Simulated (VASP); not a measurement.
A run of VASP 6.6.1 is set up as follows.

File POSCAR:

```
AlO2
1.0
    1.4518081314     -4.9157439283      0.0000000000
    1.4518081314      4.9157439283      0.0000000000
    0.0000000000      0.0000000000      3.5921182636
Al O
2 4
Direct
    0.6622701900      0.3377298100      0.7500000000
    0.3377298100      0.6622701900      0.2500000000
    0.0288068746      0.9711931254      0.7500000000
    0.9711931254      0.0288068746      0.2500000000
    0.2951119132      0.7048880868      0.7500000000
    0.7048880868      0.2951119132      0.2500000000
```

File INCAR.step1:

```
  PREC = Accurate
  ENCUT = 520
  ISMEAR = -1
  SIGMA = 0.05
  LREAL = False
  LASPH = True
  NELM = 100
  NBANDS = 24
  GGA = PE
  ALGO = Normal
  EDIFF = 1E-4
  LWAVE = True
  LCHARG = False
```

Contents of INCAR.step2:

```
  PREC = Accurate
  ENCUT = 520
  EDIFF = 1E-6
  ISMEAR = -1
  SIGMA = 0.05
  LREAL = False
  LASPH = True
  NELM = 100
  ALGO = Normal
  ISIF = 2
  LWAVE = False
  LCHARG = False
  METAGGA = R2SCAN
  LMIXTAU = True
  NBANDS = 24
  ISTART = 1
```

The input KPOINTS:

```
regular mesh
0
Gamma
  9 9 7
```

Potentials or basis: VASP PAW PBE potentials, release 64 (Al, O).

The run is started by

```bash
$ cat potpaw_PBE.64/Al/POTCAR potpaw_PBE.64/O/POTCAR > POTCAR
$ cp INCAR.step1 INCAR
$ mpirun -np 1 vasp_std > vasp.out
$ cp INCAR.step2 INCAR
$ mpirun -np 1 vasp_std > vasp.out
```

**Question.** What does it give for the pressure?

**Answer.** -0.4 GPa.

**Question.** What does it give for the band gap on the k mesh?

**Answer.** 1.10 eV (least direct gap 1.19 eV).

**Question.** What does it give for the largest force?

**Answer.** 0.021 eV/Å.

Stress tensor (GPa, compression positive):
```
-0.41  0.00  0.00
 0.00 -0.49  0.00
 0.00  0.00 -0.34
```

Caveat: the PAW data sets were made with another functional, which shifts forces and pressure a little; an odd mesh through Γ misses points on the zone boundary, where band edges can lie.
